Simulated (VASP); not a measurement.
# W (P6_3/mmc) in VASP: further runs

Runs on W. Level: PBE. Tasks: single point, relaxation of cell and atoms.

All numbers are computed with VASP 6.6.1; they aren't measurements. Logs are shortened: lines on timing, memory, paths and dates and some standing lists are left out, and cuts for length are marked.

**1. The cell of the first run**

It takes space group P6_3/mmc (No. 194, hexagonal). The conventional cell has a = 2.976 Å, b = 2.976 Å, c = 12.936 Å, α = 90.00°, β = 90.00°, γ = 120.00°. W (site symmetry -6m2) has 12 W at 2.78 to 2.98 Å within 3.7 Å. Within 3.6 Å of W (site symmetry 3m) lie 12 W at 2.72 to 2.98 Å.

The cell was generated, and may not be a known phase.

**2. Single point, PBE**

Contents of INCAR:

```
PREC = Accurate ; ENCUT = 520
EDIFF = 1E-7 ; ISMEAR = 0
SIGMA = 0.1 ; LREAL = False
LASPH = True ; NELM = 80
ALGO = Fast ; ISIF = 2
LWAVE = False ; LCHARG = False
GGA = PE ; NBANDS = 51
```

Contents of KPOINTS:

```
Automatic mesh
0
Gamma
  12 12 4
```

Contents of POSCAR:

```
W
1.0
    2.9761156629      0.0000000000      0.0000000000
   -1.4880578315      2.5773917686      0.0000000000
    0.0000000000      0.0000000000     12.9355108542
W
6
Direct
    0.0000000000      0.0000000000      0.7500000000
    0.3333333333      0.6666666667      0.9185045058
    0.6666666667      0.3333333333      0.0814954942
    0.0000000000      0.0000000000      0.2500000000
    0.6666666667      0.3333333333      0.4185045058
    0.3333333333      0.6666666667      0.5814954942
```

Potentials or basis: VASP PAW PBE potentials, release 64 (W_sv).

The run is started by

```
$ cat potpaw_PBE.64/W_sv/POTCAR > POTCAR
$ mpirun -np 1 vasp_std > vasp.out
```

OUTCAR:

```text
PREC = Accurate
   ENCUT = 520
   EDIFF = 1E-7
   ISMEAR = 0
   LREAL = False
   LASPH = True
   NELM = 80
   ISIF = 2
   GGA = PE

 ion  position               nearest neighbor table
   1  0.000  0.000  0.750-   2 2.78   6 2.78   2 2.78   6 2.78   2 2.78   6 2.78
   2  0.333  0.667  0.919-   3 2.72   3 2.72   3 2.72   1 2.78   1 2.78   1 2.78
   3  0.667  0.333  0.081-   2 2.72   2 2.72   2 2.72   4 2.78   4 2.78   4 2.78
   4  0.000  0.000  0.250-   3 2.78   5 2.78   3 2.78   5 2.78   3 2.78   5 2.78
   5  0.667  0.333  0.419-   6 2.72   6 2.72   6 2.72   4 2.78   4 2.78   4 2.78
   6  0.333  0.667  0.581-   5 2.72   5 2.72   5 2.72   1 2.78   1 2.78   1 2.78

  LATTYP: Found a hexagonal cell.
 ALAT       =     2.9761156629
 C/A-ratio  =     4.3464409047

  Lattice vectors:

 A1 = (   2.9761156629,   0.0000000000,   0.0000000000)
 A2 = (  -1.4880578315,   2.5773917686,   0.0000000000)
 A3 = (   0.0000000000,   0.0000000000,  12.9355108542)

Analysis of symmetry for initial positions (statically):
=====================================================================
 Subroutine PRICEL returns:
 Original cell was already a primitive cell.

 Routine SETGRP: Setting up the symmetry group for a
 hexagonal supercell.

 Subroutine GETGRP returns: Found 24 space group operations
 (whereof 12 operations were pure point group operations)
 out of a pool of 24 trial point group operations.

The static configuration has the point symmetry D_3d.
 The point group associated with its full space group is D_6h.

Analysis of symmetry for dynamics (positions and initial velocities):
=====================================================================
 Subroutine PRICEL returns:
 Original cell was already a primitive cell.

 Routine SETGRP: Setting up the symmetry group for a
 hexagonal supercell.

 Subroutine GETGRP returns: Found 24 space group operations
 (whereof 12 operations were pure point group operations)
 out of a pool of 24 trial point group operations.

The dynamic configuration has the point symmetry D_3d.
 The point group associated with its full space group is D_6h.

 Subroutine INISYM returns: Found 24 space group operations
 (whereof 12 operations are pure point group operations),
 and found     1 'primitive' translations

----------------------------------------------------------------------------------------

                                     Primitive cell

  volume of cell :      99.2233

  direct lattice vectors                    reciprocal lattice vectors
     2.976115663  0.000000000  0.000000000     0.336008446  0.193994567  0.000000000
    -1.488057831  2.577391769  0.000000000     0.000000000  0.387989134  0.000000000
     0.000000000  0.000000000 12.935510854     0.000000000  0.000000000  0.077306572

  length of vectors
     2.976115663  2.976115663 12.935510854     0.387989134  0.387989134  0.077306572

  position of ions in fractional coordinates (direct lattice)
     0.000000000  0.000000000  0.750000000
     0.333333333  0.666666667  0.918504506
     0.666666667  0.333333333  0.081495494
     0.000000000  0.000000000  0.250000000
     0.666666667  0.333333333  0.418504506
     0.333333333  0.666666667  0.581495494

  ion indices of the primitive-cell ions
   primitive index   ion index
                 1           1
                 2           2
                 3           3
                 4           4
                 5           5
                 6           6

----------------------------------------------------------------------------------------

 KPOINTS: Automatic mesh

Automatic generation of k-mesh.
 Grid dimensions read from file:
 generate k-points for:   12   12    4

 Generating k-lattice:

  Cartesian coordinates                     Fractional coordinates (reciprocal lattice)
     0.028000704  0.016166214  0.000000000     0.083333333  0.000000000  0.000000000
     0.000000000  0.032332428  0.000000000     0.000000000  0.083333333  0.000000000
     0.000000000  0.000000000  0.019326643     0.000000000  0.000000000  0.250000000

  Length of vectors
     0.032332428  0.032332428  0.019326643

  Shift w.r.t. Gamma in fractional coordinates (k-lattice)
     0.000000000  0.000000000  0.000000000

 Subroutine IBZKPT returns following result:
 ===========================================

 Found     57 irreducible k-points:

 Following reciprocal coordinates:
            Coordinates               Weight
  0.000000  0.000000  0.000000      1.000000
  0.083333  0.000000  0.000000      6.000000
  0.166667  0.000000  0.000000      6.000000
  0.250000  0.000000  0.000000      6.000000
  0.333333  0.000000  0.000000      6.000000
  0.416667  0.000000  0.000000      6.000000
[... 16 lines left out ...]
  0.250000  0.000000  0.250000     12.000000
  0.333333  0.000000  0.250000     12.000000
 [... further k-points ...]
   k-points           NKPTS =     57   k-points in BZ     NKDIM =     57   number of bands    NBANDS=     51
   number of dos      NEDOS =    301   number of ions     NIONS =      6
   total plane-waves  NPLWV =  55296
   dimension x,y,z NGX =    24 NGY =   24 NGZ =   96
   dimension x,y,z NGXF=    48 NGYF=   48 NGZF=  192
   ions per type =               6
   NGX,Y,Z   is equivalent  to a cutoff of  13.41, 13.41, 12.34 a.u.
   NGXF,Y,Z  is equivalent  to a cutoff of  26.81, 26.81, 24.68 a.u.
 SYSTEM =  unknown system
   PREC   = accura    normal or accurate (medium, high low for compatibility)
   ISTART =      0    job   : 0-new  1-cont  2-samecut
   ICHARG =      2    charge: 1-file 2-atom 10-const
   ISPIN  =      1    spin polarized calculation?
   LNONCOLLINEAR =      F non collinear calculations
   LSORBIT =      F    spin-orbit coupling
   LASPH  =      T    aspherical Exc in radial PAW
   ENCUT  =  520.0 eV  38.22 Ry    6.18 a.u.   5.53  5.53 24.05*2*pi/ulx,y,z
   NELM   =     80;   NELMIN=  2; NELMDL= -5     # of ELM steps
   EDIFF  = 0.1E-06   stopping-criterion for ELM
   LREAL  =      F    real-space projection
   EDIFFG = 0.1E-05   stopping-criterion for IOM
   NSW    =      0    number of steps for IOM
   IBRION =     -1    ionic relax: 0-MD 1-quasi-New 2-CG
   NFREE  =      0    steps in history (QN), initial steepest desc. (CG)
   ISIF   =      2    stress and relaxation
   ISYM   =      2    0-nonsym 1-usesym 2-fastsym
   POTIM  = 0.5000    time-step for ionic-motion
   TEBEG  =    0.0;   TEEND  =   0.0 temperature during run
   PSTRESS=    0.0 pullay stress
   NELECT =      84.0000    total number of electrons
   NUPDOWN=      -1.0000    fix difference up-down
   EMIN   =  10.00;   EMAX   =-10.00  energy-range for DOS
   EFERMI =   0.00;   METHOD = LEGACY
   ISMEAR =     0;   SIGMA  =   0.10  broadening in eV -4-tet -1-fermi 0-gaus
   EFERMI_NEDOS =   21; number of points for ismear=-14 and -15
   IALGO  =     68    algorithm
   IMIX   =      4    mixing-type and parameters
     AMIX     =   0.40;   BMIX     =  1.00
     AMIX_MAG =   1.60;   BMIX_MAG =  1.00
  volume/ion in A,a.u.               =      16.54       111.60
  Fermi-wavevector in a.u.,A,eV,Ry     =   1.548686  2.926592 32.632590  2.398428
  Thomas-Fermi vector in A             =   2.653601
   LORBIT       =      0    0 simple, 1 ext, 2 COOP (PROOUT), +10 PAW based schemes
   GGA     = PE    functional components
   LHFCALC =     F    Hartree Fock is set to
   AEXX    =    0.0000 exact exchange contribution
   IVDW    =     0    specifies the selected vdW correction
   LEPSILON=     F    determine dielectric tensor
   LRPA    =     F    only Hartree local field effects (RPA)
 non-spin polarized calculation
 RMM-DIIS sequential band-by-band and
 Gauss-broadening in eV      SIGMA  =   0.10
  energy-cutoff  :      520.00
  volume of cell :       99.22
 maximum number of plane-waves:      2724
 NGX is ok and might be reduce to    24
   NGX = 11   NGY = 11   NGZ = 49

 number of electron      84.0000003 magnetization

 Free energy of the ion-electron system (eV)
  ---------------------------------------------------
  ext. energy  EPLUGINS =         0.00000000
  ---------------------------------------------------
  free energy    TOTEN  =       -74.78670521 eV

  energy without entropy =      -74.76107547  energy(sigma->0) =      -74.77389034

 E-fermi :  10.5585     XC(G=0): -13.3747

 val. band max:       10.5400990391   @ k =   0.3333   0.0000   0.2500
 cond. band min:      10.5629221272   @ k =   0.0000   0.0000   0.2500
 fundamental gap:      0.0228230881
 Fermi energy:        10.5585451365

 k-point     1 :       0.0000    0.0000    0.0000
  band No.  band energies     occupation
      1     -63.2827      2.00000
      2     -63.2617      2.00000
      3     -63.2110      2.00000
      4     -63.1649      2.00000
      5     -63.1288      2.00000
      6     -63.1035      2.00000
[... 43 lines left out ...]
     50      12.3016      0.00000
     51      12.3550      0.00000

 k-point     2 :       0.0833    0.0000    0.0000
  band No.  band energies     occupation
      1     -63.2776      2.00000
      2     -63.2576      2.00000
      3     -63.2075      2.00000
      4     -63.1636      2.00000
      5     -63.1269      2.00000
      6     -63.1030      2.00000
[... 43 lines left out ...]
     50      11.8522      0.00000
     51      12.5696      0.00000

 k-point     3 :       0.1667    0.0000    0.0000
  band No.  band energies     occupation
      1     -63.2634      2.00000
      2     -63.2459      2.00000
      3     -63.1980      2.00000
      4     -63.1604      2.00000
      5     -63.1221      2.00000
      6     -63.1019      2.00000
[... 43 lines left out ...]
     50      12.0278      0.00000
     51      12.8562      0.00000
[... 1027 lines left out ...]
 k-point    23 :       0.2500    0.0000    0.2500
  band No.  band energies     occupation
      1     -63.2412      2.00000
      2     -63.2318      2.00000
      3     -63.1807      2.00000
      4     -63.1613      2.00000
      5     -63.1128      2.00000
      6     -63.1029      2.00000
[... 43 lines left out ...]
     50      12.6719      0.00000
     51      12.7522      0.00000

 k-point    24 :       0.3333    0.0000    0.2500
  band No.  band energies     occupation
      1     -63.2188      2.00000
      2     -63.2124      2.00000
      3     -63.1697      2.00000
      4     -63.1574      2.00000
      5     -63.1086      2.00000
      6     -63.1027      2.00000
[... 43 lines left out ...]
     50      13.3471      0.00000
     51      13.7159      0.00000

 [... further k-points ...]

------------------------ aborting loop because EDIFF is reached ----------------------------------------

  FORCE on cell =-STRESS in cart. coord.  units (eV):
  Direction    XX          YY          ZZ          XY          YZ          ZX
  --------------------------------------------------------------------------------------
  -------------------------------------------------------------------------------------
  Total        0.2853436      0.2853436      0.4047696     -0.0000000      0.0000000     -0.0000000
  in kB        4.6074953      4.6074953      6.5358883     -0.0000000      0.0000000     -0.0000000
  external PRESSURE =       5.2502930 kB  Pullay stress =       0.0000000 kB

 VOLUME and BASIS-vectors are now :
 -----------------------------------------------------------------------------
  energy-cutoff  :      520.00
  volume of cell :       99.22
      direct lattice vectors                 reciprocal lattice vectors
     2.976115663  0.000000000  0.000000000     0.336008446  0.193994567  0.000000000
    -1.488057831  2.577391769  0.000000000     0.000000000  0.387989134  0.000000000
     0.000000000  0.000000000 12.935510854     0.000000000  0.000000000  0.077306572

 POSITION                                       TOTAL-FORCE (eV/Angst)
 -----------------------------------------------------------------------------------
      0.00000      0.00000      9.70163        -0.000000     -0.000000      0.000000
     -0.00000      1.71826     11.88133         0.000000      0.000000     -0.006521
      1.48806      0.85913      1.05419         0.000000     -0.000000      0.006521
      0.00000      0.00000      3.23388        -0.000000     -0.000000      0.000000
      1.48806      0.85913      5.41357         0.000000     -0.000000     -0.006521
     -0.00000      1.71826      7.52194        -0.000000      0.000000      0.006521
 -----------------------------------------------------------------------------------
    total drift:                                0.000000     -0.000000      0.000000

  FREE ENERGIE OF THE ION-ELECTRON SYSTEM (eV)
  ---------------------------------------------------
  free  energy   TOTEN  =       -74.7867052102 eV

  energy  without entropy=      -74.7610754720  energy(sigma->0) =      -74.77389034
```

It took 5.9 min on 1 thread of Intel Xeon 8259CL, shared host; peak memory 0.35 GiB.

What came out:

| Item | Value |
| --- | --- |
| Free energy | -74.7867 eV |
| Pressure | 0.5 GPa |
| Largest force | 0.007 eV/Å |
| Band gap on the k mesh | zero (bands 42 and 43 overlap by 1.17 eV) |

Forces on the atoms (eV/Å):
```
W    0.000  0.000  0.000
W    0.000  0.000 -0.007
W    0.000  0.000  0.007
W    0.000  0.000  0.000
W    0.000  0.000 -0.007
W    0.000  0.000  0.007
```

Caveat: spin-orbit coupling is left out, which moves the levels of the heavy elements.

[end of part 1 of 2]

The gap in the log of VASP goes by the Fermi energy; the results here count the filled bands.